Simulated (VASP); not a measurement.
# ScAl3 (Pm-3m) in VASP: a series of runs

Aim: see how the results for ScAl3 move with the level of theory and the settings. Levels: PBE+D4, PBE. Tasks: single point.

Everything below comes from runs of VASP 6.6.1. Logs are shortened: lines on timing, memory, paths and dates and some standing lists are left out, and cuts for length are marked.

### 1 The cell of the first run

Symmetry: Pm-3m, No. 221, cubic system. The conventional cell has a = 4.088 Å, b = 4.088 Å, c = 4.088 Å, α = 90.00°, β = 90.00°, γ = 90.00°. Sc (site symmetry m-3m) has 12 Al at 2.89 Å within 3.8 Å. Within 3.8 Å of Al (site symmetry 4/mmm) lie 4 Sc at 2.89 Å and 8 Al at 2.89 Å.

### 2 Single point, PBE+D4

The input, INCAR:

```
SYSTEM = ScAl3
  PREC = Accurate
  ENCUT = 520
  EDIFF = 1E-7
  ISMEAR = -1
  SIGMA = 0.1
  LREAL = .FALSE.
  LASPH = .TRUE.
  NELM = 100
  ALGO = Normal
  ISIF = 2
  LWAVE = .FALSE.
  LCHARG = .FALSE.
  GGA = PE
  IVDW = 13
  NBANDS = 18
```

The input, KPOINTS:

```
regular mesh
0
G
  5 5 5
  0 0 0
```

The input, POSCAR:

```
ScAl3
1.0
    4.0878070000      0.0000000000      0.0000000000
    0.0000000000      4.0878070000      0.0000000000
    0.0000000000      0.0000000000      4.0878070000
Sc Al
1 3
Direct
    0.0000000000      0.0000000000      0.0000000000
    0.5000000000      0.0000000000      0.5000000000
    0.0000000000      0.5000000000      0.5000000000
    0.5000000000      0.5000000000      0.0000000000
```

Potentials or basis: VASP PAW PBE potentials, release 64 (Sc_sv, Al).

The run is started by

```console
cat potpaw_PBE.64/Sc_sv/POTCAR potpaw_PBE.64/Al/POTCAR > POTCAR
mpirun -np 1 vasp_std > vasp.out
```

OUTCAR:

```text
SYSTEM = ScAl3
   PREC = Accurate
   ENCUT = 520
   EDIFF = 1E-7
   ISMEAR = -1
   LREAL = .FALSE.
   LASPH = .TRUE.
   NELM = 100
   ISIF = 2
   GGA = PE
   IVDW = 13

 ion  position               nearest neighbor table
   1  0.000  0.000  0.000-   2 2.89   3 2.89   4 2.89   2 2.89   3 2.89   3 2.89   4 2.89   3 2.89
                             2 2.89   4 2.89   2 2.89   4 2.89
   2  0.500  0.000  0.500-   1 2.89   3 2.89   4 2.89   1 2.89   4 2.89   3 2.89   4 2.89   4 2.89
                             1 2.89   3 2.89   1 2.89   3 2.89
   3  0.000  0.500  0.500-   1 2.89   2 2.89   4 2.89   1 2.89   4 2.89   1 2.89   2 2.89   1 2.89
                             2 2.89   4 2.89   4 2.89   2 2.89
   4  0.500  0.500  0.000-   1 2.89   2 2.89   3 2.89   2 2.89   3 2.89   1 2.89   2 2.89   2 2.89
                             1 2.89   3 2.89   3 2.89   1 2.89

  LATTYP: Found a simple cubic cell.
 ALAT       =     4.0878070000

  Lattice vectors:

 A1 = (   4.0878070000,   0.0000000000,   0.0000000000)
 A2 = (   0.0000000000,   4.0878070000,   0.0000000000)
 A3 = (   0.0000000000,   0.0000000000,   4.0878070000)

Analysis of symmetry for initial positions (statically):
=====================================================================
 Subroutine PRICEL returns:
 Original cell was already a primitive cell.

 Routine SETGRP: Setting up the symmetry group for a
 simple cubic supercell.

 Subroutine GETGRP returns: Found 48 space group operations
 (whereof 48 operations were pure point group operations)
 out of a pool of 48 trial point group operations.

The static configuration has the point symmetry O_h .

Analysis of symmetry for dynamics (positions and initial velocities):
=====================================================================
 Subroutine PRICEL returns:
 Original cell was already a primitive cell.

 Routine SETGRP: Setting up the symmetry group for a
 simple cubic supercell.

 Subroutine GETGRP returns: Found 48 space group operations
 (whereof 48 operations were pure point group operations)
 out of a pool of 48 trial point group operations.

The dynamic configuration has the point symmetry O_h .

 Subroutine INISYM returns: Found 48 space group operations
 (whereof 48 operations are pure point group operations),
 and found     1 'primitive' translations

----------------------------------------------------------------------------------------

                                     Primitive cell

  volume of cell :      68.3079

  direct lattice vectors                    reciprocal lattice vectors
     4.087807000  0.000000000  0.000000000     0.244629945  0.000000000  0.000000000
     0.000000000  4.087807000  0.000000000     0.000000000  0.244629945  0.000000000
     0.000000000  0.000000000  4.087807000     0.000000000  0.000000000  0.244629945

  length of vectors
     4.087807000  4.087807000  4.087807000     0.244629945  0.244629945  0.244629945

  position of ions in fractional coordinates (direct lattice)
     0.000000000  0.000000000  0.000000000
     0.500000000  0.000000000  0.500000000
     0.000000000  0.500000000  0.500000000
     0.500000000  0.500000000  0.000000000

  ion indices of the primitive-cell ions
   primitive index   ion index
                 1           1
                 2           2
                 3           3
                 4           4

----------------------------------------------------------------------------------------

 KPOINTS: regular mesh

Automatic generation of k-mesh.
 Grid dimensions read from file:
 generate k-points for:    5    5    5

 Generating k-lattice:

  Cartesian coordinates                     Fractional coordinates (reciprocal lattice)
     0.048925989  0.000000000  0.000000000     0.200000000  0.000000000  0.000000000
     0.000000000  0.048925989  0.000000000     0.000000000  0.200000000  0.000000000
     0.000000000  0.000000000  0.048925989     0.000000000  0.000000000  0.200000000

  Length of vectors
     0.048925989  0.048925989  0.048925989

  Shift w.r.t. Gamma in fractional coordinates (k-lattice)
     0.000000000  0.000000000  0.000000000

 Subroutine IBZKPT returns following result:
 ===========================================

 Found     10 irreducible k-points:

 Following reciprocal coordinates:
            Coordinates               Weight
  0.000000  0.000000  0.000000      1.000000
  0.200000  0.000000  0.000000      6.000000
  0.400000  0.000000  0.000000      6.000000
  0.200000  0.200000  0.000000     12.000000
  0.400000  0.200000  0.000000     24.000000
  0.400000  0.400000  0.000000     12.000000
  0.200000  0.200000  0.200000      8.000000
  0.400000  0.200000  0.200000     24.000000
  0.400000  0.400000  0.200000     24.000000
  0.400000  0.400000  0.400000      8.000000
   k-points           NKPTS =     10   k-points in BZ     NKDIM =     10   number of bands    NBANDS=     18
   number of dos      NEDOS =    301   number of ions     NIONS =      4
   total plane-waves  NPLWV =  27000
   dimension x,y,z NGX =    30 NGY =   30 NGZ =   30
   dimension x,y,z NGXF=    60 NGYF=   60 NGZF=   60
   ions per type =               1   3
   NGX,Y,Z   is equivalent  to a cutoff of  12.20, 12.20, 12.20 a.u.
   NGXF,Y,Z  is equivalent  to a cutoff of  24.40, 24.40, 24.40 a.u.
 SYSTEM =  ScAl3
   PREC   = accura    normal or accurate (medium, high low for compatibility)
   ISTART =      0    job   : 0-new  1-cont  2-samecut
   ICHARG =      2    charge: 1-file 2-atom 10-const
   ISPIN  =      1    spin polarized calculation?
   LNONCOLLINEAR =      F non collinear calculations
   LSORBIT =      F    spin-orbit coupling
   LASPH  =      T    aspherical Exc in radial PAW
   ENCUT  =  520.0 eV  38.22 Ry    6.18 a.u.   7.60  7.60  7.60*2*pi/ulx,y,z
   NELM   =    100;   NELMIN=  2; NELMDL= -5     # of ELM steps
   EDIFF  = 0.1E-06   stopping-criterion for ELM
   LREAL  =      F    real-space projection
   EDIFFG = 0.1E-05   stopping-criterion for IOM
   NSW    =      0    number of steps for IOM
   IBRION =     -1    ionic relax: 0-MD 1-quasi-New 2-CG
   NFREE  =      0    steps in history (QN), initial steepest desc. (CG)
   ISIF   =      2    stress and relaxation
   ISYM   =      2    0-nonsym 1-usesym 2-fastsym
   POTIM  = 0.5000    time-step for ionic-motion
   TEBEG  =    0.0;   TEEND  =   0.0 temperature during run
   PSTRESS=    0.0 pullay stress
   NELECT =      20.0000    total number of electrons
   NUPDOWN=      -1.0000    fix difference up-down
   EMIN   =  10.00;   EMAX   =-10.00  energy-range for DOS
   EFERMI =   0.00;   METHOD = LEGACY
   ISMEAR =    -1;   SIGMA  =   0.10  broadening in eV -4-tet -1-fermi 0-gaus
   EFERMI_NEDOS =   21; number of points for ismear=-14 and -15
   IALGO  =     38    algorithm
   IMIX   =      4    mixing-type and parameters
     AMIX     =   0.40;   BMIX     =  1.00
     AMIX_MAG =   1.60;   BMIX_MAG =  1.00
  volume/ion in A,a.u.               =      17.08       115.24
  Fermi-wavevector in a.u.,A,eV,Ry     =   1.087079  2.054281 16.078560  1.181741
  Thomas-Fermi vector in A             =   2.223230
   LORBIT       =      0    0 simple, 1 ext, 2 COOP (PROOUT), +10 PAW based schemes
   GGA     = PE    functional components
   LHFCALC =     F    Hartree Fock is set to
   AEXX    =    0.0000 exact exchange contribution
   IVDW    =    13    specifies the selected vdW correction
   LEPSILON=     F    determine dielectric tensor
   LRPA    =     F    only Hartree local field effects (RPA)
 non-spin polarized calculation
  energy-cutoff  :      520.00
  volume of cell :       68.31
 maximum number of plane-waves:      1861
   NGX = 15   NGY = 15   NGZ = 15

 number of electron      19.9999996 magnetization

 Free energy of the ion-electron system (eV)
  ---------------------------------------------------
  ext. energy  EPLUGINS =         0.00000000
  ---------------------------------------------------
  free energy    TOTEN  =       -19.32938120 eV

  energy without entropy =      -19.28987651  energy(sigma->0) =      -19.30962886

 E-fermi :   7.3493     XC(G=0): -10.4169

 val. band max:        6.8492581932   @ k =   0.4000   0.4000   0.0000
 cond. band min:       7.4149740863   @ k =   0.4000   0.2000   0.0000
 fundamental gap:      0.5657158931
 Fermi energy:         7.3493290634

 k-point     1 :       0.0000    0.0000    0.0000
  band No.  band energies     occupation
      1     -41.7326      2.00000
      2     -20.4353      2.00000
      3     -20.4353      2.00000
      4     -20.4353      2.00000
      5      -2.7515      2.00000
      6       4.6419      2.00000
[... 10 lines left out ...]
     17      12.5682      0.00000
     18      12.5682      0.00000

 k-point     2 :       0.2000    0.0000    0.0000
  band No.  band energies     occupation
      1     -41.7322      2.00000
      2     -20.4465      2.00000
      3     -20.4344      2.00000
      4     -20.4344      2.00000
      5      -2.3851      2.00000
      6       2.7200      2.00000
[... 10 lines left out ...]
     17      12.4995      0.00000
     18      12.5932      0.00000

 k-point     3 :       0.4000    0.0000    0.0000
  band No.  band energies     occupation
      1     -41.7314      2.00000
      2     -20.4645      2.00000
      3     -20.4330      2.00000
      4     -20.4330      2.00000
      5      -1.3501      2.00000
      6       0.5635      2.00000
[... 10 lines left out ...]
     17      11.4752      0.00000
     18      12.6026      0.00000

 k-point     4 :       0.2000    0.2000    0.0000
  band No.  band energies     occupation
      1     -41.7317      2.00000
      2     -20.4459      2.00000
      3     -20.4449      2.00000
      4     -20.4336      2.00000
      5      -2.0277      2.00000
      6       2.8711      2.00000
[... 81 lines left out ...]
      4     -20.4421      2.00000
      5      -0.7039      2.00000
      6       1.2118      2.00000
[... 10 lines left out ...]
     17      12.1785      0.00000
     18      12.8430      0.00000

 k-point     9 :       0.4000    0.4000    0.2000
  band No.  band energies     occupation
      1     -41.7299      2.00000
      2     -20.4593      2.00000
      3     -20.4590      2.00000
      4     -20.4407      2.00000
      5       0.1828      2.00000
      6       1.9895      2.00000
[... 10 lines left out ...]
     17      11.6829      0.00000
     18      13.4939      0.00000

 k-point    10 :       0.4000    0.4000    0.4000
  band No.  band energies     occupation
      1     -41.7293      2.00000
      2     -20.4572      2.00000
      3     -20.4567      2.00000
      4     -20.4567      2.00000
      5       1.0595      2.00000
      6       2.5038      2.00000
[... 10 lines left out ...]
     17      11.4303      0.00000
     18      15.8276      0.00000

------------------------ aborting loop because EDIFF is reached ----------------------------------------

  DFT-D4 for vdW energy calculation

  Edisp (eV):   -1.37210

  FORCE on cell =-STRESS in cart. coord.  units (eV):
  Direction    XX          YY          ZZ          XY          YZ          ZX
  --------------------------------------------------------------------------------------
  -------------------------------------------------------------------------------------
  Total      -0.84983    -0.84983    -0.84983    -0.00000    -0.00000     0.00000
  in kB     -19.93301   -19.93301   -19.93301    -0.00000    -0.00000     0.00000
  external pressure =      -19.93 kB  Pullay stress =        0.00 kB

 VOLUME and BASIS-vectors are now :
 -----------------------------------------------------------------------------
  energy-cutoff  :      520.00
  volume of cell :       68.31
      direct lattice vectors                 reciprocal lattice vectors
     4.087807000  0.000000000  0.000000000     0.244629945  0.000000000  0.000000000
     0.000000000  4.087807000  0.000000000     0.000000000  0.244629945  0.000000000
     0.000000000  0.000000000  4.087807000     0.000000000  0.000000000  0.244629945

 POSITION                                       TOTAL-FORCE (eV/Angst)
 -----------------------------------------------------------------------------------
      0.00000      0.00000      0.00000         0.000000      0.000000      0.000000
      2.04390      0.00000      2.04390         0.000000      0.000000      0.000000
      0.00000      2.04390      2.04390         0.000000      0.000000      0.000000
      2.04390      2.04390      0.00000         0.000000      0.000000      0.000000
 -----------------------------------------------------------------------------------
    total drift:                                0.000000     -0.000000      0.000000

  FREE ENERGIE OF THE ION-ELECTRON SYSTEM (eV)
  ---------------------------------------------------
  free  energy   TOTEN  =       -20.7014781141 eV

  energy  without entropy=      -20.6619734181  energy(sigma->0) =      -20.68172577
```

It took 24 s on 1 thread of Intel Xeon 8259CL, shared host; peak memory 0.17 GiB.

What came out:

| Property | Result |
| --- | --- |
| Free energy | -20.7015 eV |
| Pressure | -2.0 GPa |
| Band gap on the k mesh | zero (band 10 reaches 8.07 eV, above the bottom of band 11 at 5.01 eV) |
| Dispersion energy per atom | -0.343 eV |

Levels at points of the mesh, in eV from the Fermi level:
| k point | band 7 | band 8 | band 9 | band 10 | band 11 | band 12 | band 13 | band 14 |
| --- | --- | --- | --- | --- | --- | --- | --- | --- |
| (0.00, 0.00, 0.00) | -2.71 | -1.88 | -1.88 | -1.88 | 1.21 | 1.21 | 1.21 | 1.21 |

Caveat: pairwise dispersion overbinds metals, which lowers pressure and volume.

[end of part 1 of 2]
